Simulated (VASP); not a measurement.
# Al3InAs4 (P1) in VASP: a series of runs, part 2 of 2

VASP 6.6.1. The steps go on from the part before.

### 3 Relaxation of volume and atoms at fixed shape, PBEsol

This run uses another cell than the first one, of 24.11 Å³/atom.

Contents of INCAR:

```
PREC = Accurate ; ENCUT = 500
EDIFF = 1E-7 ; ISMEAR = -1
SIGMA = 0.05 ; LREAL = Auto
LASPH = T ; NELM = 120
ALGO = Normal ; ISIF = 8
LWAVE = F ; LCHARG = F
GGA = PS ; IBRION = 2
NSW = 100 ; EDIFFG = -0.03
ISYM = -1 ; GGA_COMPAT = F
NELMIN = 4
```

Contents of KPOINTS:

```
explicit points
1
Reciprocal
  0.25000000   0.25000000   0.25000000 1
```

Contents of POSCAR:

```
Al3InAs4
1.0
   11.5548170000      0.0000000000      0.0000000000
    0.0000000000     11.5548170000      0.0000000000
    0.0000000000      0.0000000000     11.5548170000
Al In As
24 8 32
Direct
    0.0002530000      0.9991670000      0.0001630000
    0.9989260000      0.5011660000      0.9990800000
    0.0000790000      0.5020990000      0.4985330000
    0.5007530000      0.9993120000      0.4987770000
    0.5013310000      0.5029280000      0.0009670000
    0.5022500000      0.5032770000      0.5023270000
    0.2495290000      0.2471520000      0.0002610000
    0.2503860000      0.2506940000      0.4994490000
    0.2510920000      0.7491260000      0.4972180000
    0.7470650000      0.2518510000      0.0007140000
    0.7507980000      0.2506930000      0.4992780000
    0.7508480000      0.7487840000      0.5013530000
    0.2503280000      0.9986200000      0.2503450000
    0.2508300000      0.0001390000      0.7518830000
    0.2520680000      0.4993720000      0.2511930000
    0.2496400000      0.5034870000      0.7487140000
    0.7495010000      0.0008900000      0.2494600000
    0.7510490000      0.9968690000      0.7495760000
    0.7514610000      0.4999680000      0.7492570000
    0.9993830000      0.2498000000      0.2511890000
    0.0026370000      0.2485370000      0.7492400000
    0.0010780000      0.7519300000      0.2505070000
    0.5018070000      0.2498060000      0.7533810000
    0.5033040000      0.7513260000      0.7517520000
    0.0003520000      0.9980050000      0.4996780000
    0.4993020000      0.9993410000      0.9995860000
    0.2522330000      0.7486010000      0.9975170000
    0.7492990000      0.7498320000      0.9976200000
    0.7480060000      0.5009210000      0.2489490000
    0.0044220000      0.7487620000      0.7500300000
    0.4997720000      0.2492300000      0.2509680000
    0.5018690000      0.7480940000      0.2501640000
    0.1240360000      0.1258070000      0.1235400000
    0.1270530000      0.1210850000      0.6269840000
    0.1234850000      0.6234150000      0.1275240000
    0.1260740000      0.6229470000      0.6254480000
    0.6238860000      0.1260700000      0.1234500000
    0.6208050000      0.1257360000      0.6241480000
    0.6222180000      0.6237200000      0.1266170000
    0.6229560000      0.6254650000      0.6261490000
    0.3724590000      0.3735710000      0.1248560000
    0.3737490000      0.3753230000      0.6251050000
    0.3713980000      0.8763350000      0.1217560000
    0.3736990000      0.8753000000      0.6246810000
    0.8744060000      0.3726770000      0.1253970000
    0.8722740000      0.3737380000      0.6240850000
    0.8756990000      0.8752450000      0.1245760000
    0.8762370000      0.8755400000      0.6267580000
    0.3753240000      0.1259330000      0.3733880000
    0.3749380000      0.1236810000      0.8784890000
    0.3774880000      0.6247130000      0.3759810000
    0.3749390000      0.6263540000      0.8745980000
    0.8751180000      0.1249500000      0.3762160000
    0.8776920000      0.1260880000      0.8779680000
    0.8713680000      0.6236490000      0.3758270000
    0.8734340000      0.6257930000      0.8726230000
    0.1235170000      0.3721180000      0.3743690000
    0.1268860000      0.3760060000      0.8729900000
    0.1226140000      0.8745620000      0.3751190000
    0.1264600000      0.8734190000      0.8742440000
    0.6254130000      0.3724900000      0.3738220000
    0.6286640000      0.3735090000      0.8771870000
    0.6264360000      0.8752000000      0.3749330000
    0.6230650000      0.8757040000      0.8733730000
```

Potentials or basis: VASP PAW PBE potentials, release 64 (Al, In_d, As).

Command:

```console
$ cat potpaw_PBE.64/Al/POTCAR potpaw_PBE.64/In_d/POTCAR potpaw_PBE.64/As/POTCAR > POTCAR
$ mpirun -np 1 vasp_std > vasp.out
```

OUTCAR:

```text
PREC = Accurate
   ENCUT = 500
   EDIFF = 1E-7
   ISMEAR = -1
   LREAL = Auto
   LASPH = T
   NELM = 120
   ISIF = 8
   GGA = PS
   IBRION = 2
   NSW = 100
   EDIFFG = -0.03
   ISYM = -1
   NELMIN = 4

 ion  position               nearest neighbor table
   1  0.000  0.999  0.000-  54 2.48  47 2.49  33 2.49  60 2.52
   2  0.999  0.501  0.999-  35 2.50  56 2.51  58 2.53  45 2.53
   3  0.000  0.502  0.499-  55 2.49  36 2.49  57 2.52  46 2.55
   4  0.501  0.999  0.499-  38 2.48  63 2.49  44 2.51  49 2.52
   5  0.501  0.503  0.001-  39 2.45  52 2.51  62 2.54  41 2.55
   6  0.502  0.503  0.502-  40 2.45  51 2.49  42 2.53  61 2.55
[... 56 lines left out ...]
  63  0.626  0.875  0.375-   4 2.49  17 2.50  32 2.51  12 2.52
  64  0.623  0.876  0.873-  24 2.44  18 2.49  26 2.49  28 2.51

IMPORTANT INFORMATION: All symmetrisations will be switched off!
NOSYMM: (Re-)initialisation of all symmetry stuff for point group C_1.

----------------------------------------------------------------------------------------

                                     Primitive cell

  volume of cell :    1542.7275

  direct lattice vectors                    reciprocal lattice vectors
    11.554817000  0.000000000  0.000000000     0.086543993  0.000000000  0.000000000
     0.000000000 11.554817000  0.000000000     0.000000000  0.086543993  0.000000000
     0.000000000  0.000000000 11.554817000     0.000000000  0.000000000  0.086543993

  length of vectors
    11.554817000 11.554817000 11.554817000     0.086543993  0.086543993  0.086543993

  position of ions in fractional coordinates (direct lattice)
     0.000253000  0.999167000  0.000163000
     0.998926000  0.501166000  0.999080000
     0.000079000  0.502099000  0.498533000
     0.500753000  0.999312000  0.498777000
     0.501331000  0.502928000  0.000967000
     0.502250000  0.503277000  0.502327000
[... 56 lines left out ...]
     0.626436000  0.875200000  0.374933000
     0.623065000  0.875704000  0.873373000

  ion indices of the primitive-cell ions
   primitive index   ion index
                 1           1
                 2           2
                 3           3
[... 343 lines left out ...]
 Fermi energy:         4.4717867412

 k-point     1 :       0.2500    0.2500    0.2500
  band No.  band energies     occupation
      1     -10.5955      2.00000
      2     -10.5720      2.00000
      3     -10.5189      2.00000
      4     -10.5014      2.00000
      5     -10.4921      2.00000
      6     -10.4849      2.00000
[... 172 lines left out ...]
    179       6.1868      0.00000
    180       6.2475      0.00000
 [bands above 180 left out]

------------------------ aborting loop because EDIFF is reached ----------------------------------------

  FORCE on cell =-STRESS in cart. coord.  units (eV):
  Direction    XX          YY          ZZ          XY          YZ          ZX
  --------------------------------------------------------------------------------------
  -------------------------------------------------------------------------------------
  Total      -14.0856958    -14.1284646    -14.1878939     -5.0185192     -6.4367611     -5.3144645
  in kB      -14.2664016    -14.3097190    -14.3699107     -5.0829019     -6.5193384     -5.3826439
  external PRESSURE =     -14.3153438 kB  Pullay stress =       0.0000000 kB
[... 79 lines left out ...]
  FREE ENERGIE OF THE ION-ELECTRON SYSTEM (eV)
  ---------------------------------------------------
  free  energy   TOTEN  =      -308.3392642900 eV

  energy  without entropy=     -308.3392642254  energy(sigma->0) =     -308.33926426

[... ionic steps 4 to 13 ...]

--------------------------------------- Ionic step       14  -------------------------------------------

 number of electron     335.9999989 magnetization

------------------------ aborting loop because EDIFF is reached ----------------------------------------
[... 191 lines left out ...]
--------------------------------------- Ionic step       16  -------------------------------------------

 number of electron     335.9999984 magnetization

 Free energy of the ion-electron system (eV)
  ---------------------------------------------------
  ext. energy  EPLUGINS =         0.00000000
  ---------------------------------------------------
  free energy    TOTEN  =      -308.99895162 eV

  energy without entropy =     -308.99895154  energy(sigma->0) =     -308.99895158

 E-fermi :   4.6911     XC(G=0):  -9.1981

 val. band max:        3.7867796274   @ k =   0.2500   0.2500   0.2500
 cond. band min:       5.6250986751   @ k =   0.2500   0.2500   0.2500
 fundamental gap:      1.8383190477
 Fermi energy:         4.6911354580

 k-point     1 :       0.2500    0.2500    0.2500
  band No.  band energies     occupation
      1     -10.2629      2.00000
      2     -10.2487      2.00000
      3     -10.2297      2.00000
      4     -10.2154      2.00000
      5     -10.2111      2.00000
      6     -10.2062      2.00000
[... 172 lines left out ...]
    179       6.4063      0.00000
    180       6.4646      0.00000
 [bands above 180 left out]

------------------------ aborting loop because EDIFF is reached ----------------------------------------

  FORCE on cell =-STRESS in cart. coord.  units (eV):
  Direction    XX          YY          ZZ          XY          YZ          ZX
  --------------------------------------------------------------------------------------
  -------------------------------------------------------------------------------------
  Total        0.1176678      0.0768972      0.0560770     -5.4281787     -5.3847980     -5.4856459
  in kB        0.1221695      0.0798391      0.0582224     -5.6358490     -5.5908087     -5.6955147
  external PRESSURE =       0.0867437 kB  Pullay stress =       0.0000000 kB
[... 79 lines left out ...]
  FREE ENERGIE OF THE ION-ELECTRON SYSTEM (eV)
  ---------------------------------------------------
  free  energy   TOTEN  =      -308.9989516243 eV

  energy  without entropy=     -308.9989515437  energy(sigma->0) =     -308.99895158

 reached required accuracy - stopping structural energy minimisation
```

Wall time 73 min (1 thread of Intel Xeon 6975P-C (Granite Rapids), shared host); peak memory 1.4 GiB.

Results:

- Free energy: -308.9990 eV
- Relaxed volume: 24.11 Å³/atom
- Relaxed cell: a = 11.556 Å, b = 11.556 Å, c = 11.556 Å, α = 90.00°, β = 90.00°, γ = 90.00°
- Space group after relaxing (to 0.1 Å): P1 (No. 1)
- Energy gained by relaxing: 42.3 meV/atom
- Ionic steps: 16
- Pressure after relaxing: 0.0 GPa
- Largest force after relaxing: 0.020 eV/Å
- Band gap on the k mesh: 1.84 eV

Forces on the atoms (eV/Å):
```
Al  -0.003  0.003  0.005
Al  -0.002  0.006  0.001
Al  -0.001  0.006 -0.003
Al   0.005 -0.006  0.001
Al   0.003  0.001  0.001
Al  -0.009  0.008 -0.010
Al   0.000 -0.007 -0.002
Al   0.002  0.004 -0.005
Al  -0.002  0.001 -0.004
Al   0.002 -0.002  0.001
Al  -0.001 -0.008 -0.004
Al  -0.001  0.000  0.002
Al   0.005 -0.008 -0.004
Al   0.003 -0.009  0.003
Al  -0.005  0.012 -0.007
Al  -0.004 -0.008  0.006
Al   0.002 -0.004  0.003
Al  -0.006 -0.014  0.000
Al  -0.015  0.013 -0.001
Al  -0.003  0.003 -0.008
Al  -0.007 -0.005  0.011
Al   0.010  0.006 -0.002
Al  -0.005 -0.001 -0.006
Al  -0.003  0.000  0.004
In  -0.001 -0.001  0.001
In   0.006 -0.001  0.000
In   0.006  0.005  0.011
In   0.002  0.009  0.007
In   0.012  0.005 -0.006
In  -0.007  0.001  0.009
In   0.008  0.001 -0.002
In   0.005 -0.004  0.004
As   0.001 -0.002 -0.003
As  -0.005  0.002 -0.001
As   0.000  0.011 -0.004
As   0.008  0.005  0.006
As   0.009  0.002  0.006
As  -0.007 -0.012  0.000
As  -0.006  0.004  0.004
As  -0.006  0.010 -0.003
As  -0.003 -0.003 -0.002
As   0.006  0.004  0.002
As   0.015  0.001  0.000
As   0.011 -0.014 -0.005
As  -0.002 -0.001 -0.006
As  -0.006  0.006  0.010
As   0.007 -0.002  0.003
As  -0.004 -0.002 -0.004
As   0.008 -0.007  0.000
As   0.006  0.001  0.000
As  -0.002  0.004 -0.010
As  -0.006  0.003  0.000
As   0.004  0.000 -0.008
As  -0.007 -0.011  0.008
As   0.004  0.017 -0.007
As  -0.014 -0.001  0.004
As  -0.004  0.003 -0.018
As   0.000 -0.007  0.009
As   0.001 -0.005  0.000
As  -0.001  0.000  0.013
As   0.004  0.014  0.000
As  -0.004 -0.008 -0.003
As  -0.001 -0.001  0.001
As  -0.002 -0.018  0.003
```

Stress tensor (GPa, compression positive):
```
 0.01 -0.56 -0.57
-0.56  0.01 -0.56
-0.57 -0.56  0.01
```

Step by step:
```csv
step,energy change (eV),largest force (eV/Å),pressure (GPa),volume (Å³)
1,0.0000,1.8523,0.77,1542.73
2,-1.8326,0.7657,-0.82,1568.88
3,-2.0449,0.7473,-1.43,1581.88
4,-2.4809,0.4528,0.47,1534.30
5,-2.4814,0.4435,0.55,1532.62
6,-2.6279,0.2160,0.16,1540.19
7,-2.6468,0.2172,-0.03,1544.08
8,-2.6790,0.0934,-0.04,1544.10
9,-2.6864,0.0960,-0.04,1544.12
10,-2.6957,0.0486,0.05,1542.21
11,-2.6971,0.0523,0.10,1541.09
12,-2.7007,0.0406,-0.08,1545.21
13,-2.7007,0.0404,-0.08,1545.12
14,-2.7035,0.0332,-0.01,1543.48
15,-2.7036,0.0435,0.01,1543.09
16,-2.7046,0.0199,0.01,1543.14
```

Final structure:
```
CELL_PARAMETERS angstrom
11.55585 0.00000 0.00000
0.00000 11.55585 0.00000
0.00000 0.00000 11.55585
ATOMIC_POSITIONS crystal
Al 0.00047 0.00574 0.00120
Al 0.00156 0.49356 0.99897
Al 0.00158 0.49727 0.50008
Al 0.49930 0.00032 0.50391
Al 0.49679 0.49512 0.99326
Al 0.49815 0.49943 0.50594
Al 0.24574 0.25165 0.99797
Al 0.25011 0.25104 0.50178
Al 0.25207 0.74686 0.49977
Al 0.75360 0.24920 0.99588
Al 0.74984 0.25008 0.50394
Al 0.74858 0.74999 0.50199
Al 0.24563 0.00175 0.25230
Al 0.25201 0.00330 0.74808
Al 0.24559 0.49673 0.25147
Al 0.25163 0.49585 0.74690
Al 0.75475 0.00214 0.25208
Al 0.74794 0.00345 0.74767
Al 0.74834 0.49501 0.74746
Al 0.00165 0.24995 0.24861
Al 0.99993 0.25203 0.75140
Al 0.00154 0.74934 0.25231
Al 0.50015 0.25155 0.74853
Al 0.49979 0.74760 0.74387
In 0.00124 0.00301 0.49914
In 0.50032 0.00513 0.99650
In 0.24880 0.74655 0.00052
In 0.75275 0.75036 0.99847
In 0.75427 0.49901 0.25182
In 0.00175 0.74795 0.74885
In 0.49774 0.25106 0.25240
In 0.49955 0.75043 0.25716
As 0.12600 0.12705 0.12603
As 0.13046 0.13334 0.63177
As 0.11583 0.61621 0.13054
As 0.13209 0.61725 0.61885
As 0.63840 0.12693 0.12545
As 0.62375 0.12702 0.62582
As 0.61617 0.61717 0.11812
As 0.62594 0.62331 0.62432
As 0.36664 0.37993 0.11821
As 0.37599 0.37310 0.62503
As 0.36980 0.88282 0.13164
As 0.37359 0.87396 0.62465
As 0.88163 0.36700 0.11858
As 0.87634 0.37375 0.62469
As 0.88373 0.88123 0.13170
As 0.86394 0.87600 0.62506
As 0.36734 0.11824 0.38258
As 0.36860 0.13468 0.86822
As 0.36911 0.61473 0.38156
As 0.37965 0.61887 0.86530
As 0.87034 0.13489 0.37038
As 0.87546 0.12459 0.87224
As 0.88213 0.63231 0.38407
As 0.87596 0.60890 0.87370
As 0.12414 0.37152 0.37579
As 0.12569 0.37600 0.87294
As 0.13133 0.86793 0.37143
As 0.12549 0.88837 0.87487
As 0.62492 0.37665 0.39008
As 0.62549 0.37177 0.87399
As 0.63273 0.88362 0.38287
As 0.62358 0.87436 0.86062
```

Caveat: the PAW data sets were made with another functional, which shifts forces and pressure a little; spin-orbit coupling is left out, which moves the levels of the heavy elements; a shifted mesh leaves out Γ, where band edges can lie. A k mesh can miss the band edges.
